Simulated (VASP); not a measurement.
# Li (P6_3/mmc) in VASP: further runs

Li is run at these levels: PBEsol, RPBE; tasks: single point.

Everything below comes from runs of VASP 6.6.1. Logs are shortened: lines on timing, memory, paths and dates and some standing lists are left out, and cuts for length are marked.

## (1) The cell of the first run

Symmetry: P6_3/mmc, No. 194, hexagonal system. The conventional cell has a = 3.070 Å, b = 3.070 Å, c = 4.947 Å, α = 90.00°, β = 90.00°, γ = 120.00°. Li (site symmetry -6m2) has 12 Li at 3.04 to 3.07 Å within 4.0 Å.

This isn't the form of Li at room conditions, which is bcc.

## (2) Single point, PBEsol

Input file INCAR:

```
PREC = Accurate
ENCUT = 520
EDIFF = 1E-7
ISMEAR = -1
SIGMA = 0.05
LREAL = False
LASPH = True
NELM = 80
ALGO = Normal
ISIF = 2
LWAVE = False
LCHARG = True
GGA = PS
LELF = True
LVHAR = True
NBANDS = 10
```

Input file KPOINTS:

```
Automatic mesh
0
Gamma
  12 12 7
```

Input file POSCAR:

```
Li
1.0
    3.0697072123      0.0000000000      0.0000000000
   -1.5348536061      2.6584444280      0.0000000000
    0.0000000000      0.0000000000      4.9465169089
Li
2
Direct
    0.3333333333      0.6666666667      0.2500000000
    0.6666666667      0.3333333333      0.7500000000
```

Potentials or basis: VASP PAW PBE potentials, release 64 (Li_sv).

Run with:

```bash
$ cat potpaw_PBE.64/Li_sv/POTCAR > POTCAR
$ mpirun -np 1 vasp_std > vasp.out
```

OUTCAR:

```text
PREC = Accurate
   ENCUT = 520
   EDIFF = 1E-7
   ISMEAR = -1
   LREAL = False
   LASPH = True
   NELM = 80
   ISIF = 2
   GGA = PS

 ion  position               nearest neighbor table
   1  0.333  0.667  0.250-
   2  0.667  0.333  0.750-

  LATTYP: Found a hexagonal cell.
 ALAT       =     3.0697072123
 C/A-ratio  =     1.6113969727

  Lattice vectors:

 A1 = (   3.0697072123,   0.0000000000,   0.0000000000)
 A2 = (  -1.5348536061,   2.6584444280,   0.0000000000)
 A3 = (   0.0000000000,   0.0000000000,   4.9465169089)

Analysis of symmetry for initial positions (statically):
=====================================================================
 Subroutine PRICEL returns:
 Original cell was already a primitive cell.

 Routine SETGRP: Setting up the symmetry group for a
 hexagonal supercell.

 Subroutine GETGRP returns: Found 24 space group operations
 (whereof 12 operations were pure point group operations)
 out of a pool of 24 trial point group operations.

The static configuration has the point symmetry D_3d.
 The point group associated with its full space group is D_6h.

Analysis of symmetry for dynamics (positions and initial velocities):
=====================================================================
 Subroutine PRICEL returns:
 Original cell was already a primitive cell.

 Routine SETGRP: Setting up the symmetry group for a
 hexagonal supercell.

 Subroutine GETGRP returns: Found 24 space group operations
 (whereof 12 operations were pure point group operations)
 out of a pool of 24 trial point group operations.

The dynamic configuration has the point symmetry D_3d.
 The point group associated with its full space group is D_6h.

 Subroutine INISYM returns: Found 24 space group operations
 (whereof 12 operations are pure point group operations),
 and found     1 'primitive' translations

----------------------------------------------------------------------------------------

                                     Primitive cell

  volume of cell :      40.3668

  direct lattice vectors                    reciprocal lattice vectors
     3.069707212  0.000000000  0.000000000     0.325763967  0.188079914  0.000000000
    -1.534853606  2.658444428  0.000000000     0.000000000  0.376159828  0.000000000
     0.000000000  0.000000000  4.946516909     0.000000000  0.000000000  0.202162455

  length of vectors
[... 85 lines left out ...]
   NSW    =      0    number of steps for IOM
   IBRION =     -1    ionic relax: 0-MD 1-quasi-New 2-CG
   NFREE  =      0    steps in history (QN), initial steepest desc. (CG)
   ISIF   =      2    stress and relaxation
   ISYM   =      2    0-nonsym 1-usesym 2-fastsym
   POTIM  = 0.5000    time-step for ionic-motion
   TEBEG  =    0.0;   TEEND  =   0.0 temperature during run
   PSTRESS=    0.0 pullay stress
   NELECT =       6.0000    total number of electrons
   NUPDOWN=      -1.0000    fix difference up-down
   EMIN   =  10.00;   EMAX   =-10.00  energy-range for DOS
   EFERMI =   0.00;   METHOD = LEGACY
   ISMEAR =    -1;   SIGMA  =   0.05  broadening in eV -4-tet -1-fermi 0-gaus
   EFERMI_NEDOS =   21; number of points for ismear=-14 and -15
   IALGO  =     38    algorithm
   IMIX   =      4    mixing-type and parameters
     AMIX     =   0.40;   BMIX     =  1.00
     AMIX_MAG =   1.60;   BMIX_MAG =  1.00
  volume/ion in A,a.u.               =      20.18       136.20
  Fermi-wavevector in a.u.,A,eV,Ry     =   0.867196  1.638763 10.231973  0.752029
  Thomas-Fermi vector in A             =   1.985695
   LORBIT       =      0    0 simple, 1 ext, 2 COOP (PROOUT), +10 PAW based schemes
   GGA     = PS    functional components
   LHFCALC =     F    Hartree Fock is set to
   AEXX    =    0.0000 exact exchange contribution
   IVDW    =     0    specifies the selected vdW correction
   LEPSILON=     F    determine dielectric tensor
   LRPA    =     F    only Hartree local field effects (RPA)
 non-spin polarized calculation
  energy-cutoff  :      520.00
  volume of cell :       40.37
 maximum number of plane-waves:      1104
 NGX is ok and might be reduce to    24
   NGX = 11   NGY = 11   NGZ = 19

 number of electron       5.9999994 magnetization

 Free energy of the ion-electron system (eV)
  ---------------------------------------------------
  ext. energy  EPLUGINS =         0.00000000
  ---------------------------------------------------
  free energy    TOTEN  =        -3.94042673 eV

  energy without entropy =       -3.93302588  energy(sigma->0) =       -3.93672631

 E-fermi :   0.6391     XC(G=0):  -7.0281

 val. band max:        0.6029371061   @ k =   0.5000   0.0000   0.1429
 cond. band min:       0.6496597733   @ k =   0.2500   0.1667   0.4286
 fundamental gap:      0.0467226672
 Fermi energy:         0.6390845154

 k-point     1 :       0.0000    0.0000    0.0000
  band No.  band energies     occupation
      1     -45.2680      2.00000
      2     -45.2477      2.00000
      3      -2.9220      2.00000
      4       0.6932      0.50617
      5       3.6905      0.00000
      6      12.9858      0.00000
      7      12.9858      0.00000
      8      14.4141      0.00000
      9      14.4141      0.00000
     10      15.3994      0.00000
[... 287 lines left out ...]
 k-point    24 :       0.3333   -0.0000    0.1429
  band No.  band energies     occupation
      1     -45.2539      2.00000
      2     -45.2433      2.00000
      3      -1.0806      2.00000
      4       2.1174      0.00000
      5       4.4058      0.00000
      6       6.9915      0.00000
      7       9.1254      0.00000
      8       9.6485      0.00000
      9      11.6716      0.00000
     10      13.2780      0.00000

 [... further k-points ...]

------------------------ aborting loop because EDIFF is reached ----------------------------------------

  FORCE on cell =-STRESS in cart. coord.  units (eV):
  Direction    XX          YY          ZZ          XY          YZ          ZX
  --------------------------------------------------------------------------------------
  -------------------------------------------------------------------------------------
  Total       -0.0178615     -0.0178615     -0.0260433     -0.0000000      0.0000000      0.0000000
  in kB       -0.7089314     -0.7089314     -1.0336703     -0.0000000      0.0000000      0.0000000
  external PRESSURE =      -0.8171777 kB  Pullay stress =       0.0000000 kB

 VOLUME and BASIS-vectors are now :
 -----------------------------------------------------------------------------
  energy-cutoff  :      520.00
  volume of cell :       40.37
      direct lattice vectors                 reciprocal lattice vectors
     3.069707212  0.000000000  0.000000000     0.325763967  0.188079914  0.000000000
    -1.534853606  2.658444428  0.000000000     0.000000000  0.376159828  0.000000000
     0.000000000  0.000000000  4.946516909     0.000000000  0.000000000  0.202162455

 POSITION                                       TOTAL-FORCE (eV/Angst)
 -----------------------------------------------------------------------------------
     -0.00000      1.77230      1.23663         0.000000     -0.000000      0.000000
      1.53485      0.88615      3.70989        -0.000000      0.000000      0.000000
 -----------------------------------------------------------------------------------
    total drift:                                0.000000     -0.000000      0.000000

  FREE ENERGIE OF THE ION-ELECTRON SYSTEM (eV)
  ---------------------------------------------------
  free  energy   TOTEN  =        -3.9404267349 eV

  energy  without entropy=       -3.9330258771  energy(sigma->0) =       -3.93672631
```

OSZICAR:

```text
N       E                     dE             d eps       ncg     rms          rms(c)
DAV:   1     0.165067559298E+02    0.16507E+02   -0.32221E+03  1520   0.571E+02
DAV:   2    -0.146885059263E+01   -0.17976E+02   -0.17543E+02  1970   0.107E+02
DAV:   3    -0.389259215261E+01   -0.24237E+01   -0.24098E+01  2526   0.316E+01
DAV:   4    -0.394504068357E+01   -0.52449E-01   -0.52383E-01  2026   0.448E+00
DAV:   5    -0.394537150629E+01   -0.33082E-03   -0.33081E-03  2084   0.423E-01    0.487E-01
DAV:   6    -0.394184641228E+01    0.35251E-02   -0.13017E-03  2462   0.182E-01    0.271E-01
DAV:   7    -0.394037468399E+01    0.14717E-02   -0.26613E-03  2230   0.287E-01    0.351E-02
DAV:   8    -0.394043179220E+01   -0.57108E-04   -0.59931E-04  2046   0.144E-01    0.151E-02
DAV:   9    -0.394042673734E+01    0.50549E-05   -0.52907E-06  1950   0.162E-02    0.120E-03
DAV:  10    -0.394042673490E+01    0.24332E-08   -0.74006E-07  1802   0.782E-03
   1 F= -.39404267E+01 E0= -.39367263E+01  d E =-.740086E-02
```

Wall time 31 s (1 thread of Intel Xeon 8259CL, shared host); peak memory 0.16 GiB.

Results:

```
Free energy            : -3.9404 eV
Band gap on the k mesh : zero (bands 3 and 4 overlap by 4.21 eV)
```

Caveat: the cutoff is under 1.25 times the usual one of these potentials, so pressure, stress and relaxed cells hold a basis-set (Pulay) error; the PAW data sets were made with another functional, which shifts forces and pressure a little.

## (3) Single point, PBEsol

Input file INCAR:

```
  PREC = Accurate
  ENCUT = 520
  EDIFF = 1E-7
  ISMEAR = -1
  SIGMA = 0.05
  LREAL = F
  LASPH = T
  NELM = 60
  ALGO = Normal
  ISIF = 2
  LWAVE = F
  LCHARG = F
  GGA = PS
  NBANDS = 10
```

Input file KPOINTS:

```
regular mesh
0
Gamma
  12 12 7
```

Input file POSCAR:

```
Li
1.0
    3.0700892008      0.0000000000      0.0000000000
   -1.5350446004      2.6587752398      0.0000000000
    0.0000000000      0.0000000000      4.9473168436
Li
2
Direct
    0.3333333333      0.6666666667      0.2500000000
    0.6666666667      0.3333333333      0.7500000000
```

Potentials or basis: VASP PAW PBE potentials, release 64 (Li_sv).

Run with:

```bash
$ cat potpaw_PBE.64/Li_sv/POTCAR > POTCAR
$ mpirun -np 1 vasp_std > vasp.out
```

Wall time 28 s (1 thread of Intel Xeon 8259CL, shared host); peak memory 0.16 GiB.

The run converged. Its results:

- Free energy: -3.9404 eV
- Band gap on the k mesh: zero (bands 3 and 4 overlap by 4.21 eV)

Levels at points of the mesh, in eV from the Fermi level:
| k point | band 1 | band 2 | band 3 | band 4 | band 5 | band 6 | band 7 |
| --- | --- | --- | --- | --- | --- | --- | --- |
| (0.00, 0.00, 0.00) | -45.91 | -45.89 | -3.56 | 0.05 | 3.05 | 12.34 | 12.34 |
| (0.50, 0.00, 0.00) | -45.89 | -45.88 | -0.12 | 1.02 | 4.71 | 5.88 | 6.35 |

Caveat: the cutoff is under 1.25 times the usual one of these potentials, so pressure, stress and relaxed cells hold a basis-set (Pulay) error; the PAW data sets were made with another functional, which shifts forces and pressure a little.

## (4) Single point, RPBE

This run uses another cell than the first one, of 21.01 Å³/atom.

Input file INCAR:

```
SYSTEM = Li
PREC = Accurate
ENCUT = 520
EDIFF = 1E-7
ISMEAR = -1
SIGMA = 0.05
LREAL = .FALSE.
LASPH = .TRUE.
NELM = 60
ALGO = Normal
ISIF = 2
LWAVE = .FALSE.
LCHARG = .FALSE.
GGA = RP
NBANDS = 10
```

Input file KPOINTS:

```
regular mesh
0
G
  12 12 7
  0 0 0
```

Input file POSCAR:

```
Li
1.0
    3.1107804728      0.0000000000      0.0000000000
   -1.5553902364      2.6940149151      0.0000000000
    0.0000000000      0.0000000000      5.0139130944
Li
2
Direct
    0.3333333333      0.6666666667      0.2500000000
    0.6666666667      0.3333333333      0.7500000000
```

Run with:

```bash
$ cat potpaw_PBE.64/Li_sv/POTCAR > POTCAR
$ mpirun -np 1 vasp_std > vasp.out
```

Run time: 35 s. Hardware: 1 thread of Intel Xeon 8259CL, shared host; peak memory 0.16 GiB.

Results (log left out):

* Free energy: -3.6316 eV
* Band gap on the k mesh: zero (bands 3 and 4 overlap by 4.16 eV)

Levels at points of the mesh, in eV from the Fermi level:
```csv
k point,band 1,band 2,band 3,band 4,band 5,band 6,band 7,band 8
"(0.00, 0.00, 0.00)",-46.79,-46.77,-3.52,0.07,2.92,12.15,12.15,13.54
"(0.50, 0.00, 0.00)",-46.77,-46.77,-0.10,0.98,4.63,5.74,6.18,7.69
```

Caveat: the cutoff is under 1.25 times the usual one of these potentials, so pressure, stress and relaxed cells hold a basis-set (Pulay) error; the PAW data sets were made with another functional, which shifts forces and pressure a little.

## (5) Single point, RPBE

This run uses another cell than the first one, of 21.01 Å³/atom.

Input file INCAR:

```
ALGO = Normal ; EDIFF = 1E-7
ENCUT = 520 ; GGA = RP
ISIF = 2 ; ISMEAR = -1
LASPH = True ; LCHARG = True
LELF = True ; LREAL = False
LVHAR = True ; LWAVE = False
NBANDS = 10 ; NELM = 60
PREC = Accurate ; SIGMA = 0.05
```

Input file KPOINTS:

```
k-points
0
Gamma
  12 12 7
```

POSCAR is that of step 4.

Run with:

```bash
$ cat potpaw_PBE.64/Li_sv/POTCAR > POTCAR
$ mpirun -np 1 vasp_std > vasp.out
```

Run time: 36 s. Hardware: 1 thread of Intel Xeon 8259CL, shared host; peak memory 0.16 GiB.

Results (log left out):

```
Free energy            : -3.6316 eV
Band gap on the k mesh : zero (bands 3 and 4 overlap by 4.16 eV)
```

Levels at points of the mesh, in eV from the Fermi level:
```
           k point  band 1  band 2  band 3  band 4  band 5  band 6  band 7  band 8
(0.00, 0.00, 0.00)  -46.79  -46.77   -3.52    0.07    2.92   12.15   12.15   13.54
(0.50, 0.00, 0.00)  -46.77  -46.77   -0.10    0.98    4.63    5.74    6.18    7.69
```

Caveat: the cutoff is under 1.25 times the usual one of these potentials, so pressure, stress and relaxed cells hold a basis-set (Pulay) error; the PAW data sets were made with another functional, which shifts forces and pressure a little.

The gap in the log of VASP goes by the Fermi energy; the results here count the filled bands.